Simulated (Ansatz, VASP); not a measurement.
**One calculation of CuO, two programs**

```
Cu O
1.0
     2.91739    0.00000    0.00000
     0.03959    2.91717    0.00000
     0.01773    0.01747    5.24446
Cu O
2 2
Cartesian
  0.0198 1.4586 0.0000
  1.4676 0.0087 2.6222
  2.9262 0.0180 3.9328
  0.0486 2.9167 1.3117
```

Alike in both runs: task single point; functional r2SCAN; k mesh 9 × 9 × 5; occupations fermi-dirac, width 0.05 eV; no spin polarisation.

|  | VASP | Ansatz |
| --- | --- | --- |
| version | VASP 6.6.1 | Ansatz 0.2.0 |
| potentials or method | VASP PAW PBE potentials, release 64 (Cu, O) | Ansatz PAW |
| plane-wave cutoff (eV) | 520 | 500 |
| valence electrons in the cell | 34 | 50 |

VASP gave:

| Item | Value |
| --- | --- |
| gap on the k mesh at the Fermi level (eV) | none |
| pressure (GPa) | -6.0 |
| traceless stress, the component that is largest in VASP (GPa) | -3.13 |
| rms of the force components (eV/Å) | 0.005 |

Task: Estimate Ansatz's values.

Result: gap on the k mesh at the Fermi level (eV): none; pressure (GPa): -6.9; traceless stress, the component that is largest in VASP (GPa): -3.46; rms of the force components (eV/Å): 0.005.

VASP's potentials were made for PBE, not for r2SCAN. Atom by atom the forces differ by 0.000 eV/Å (rms over components). A gap of «none» marks a metal or a gap that the smearing closes. VASP's potentials hold 34 valence electrons a cell and Ansatz's 50, so a difference there can come from the potentials and not from the codes.
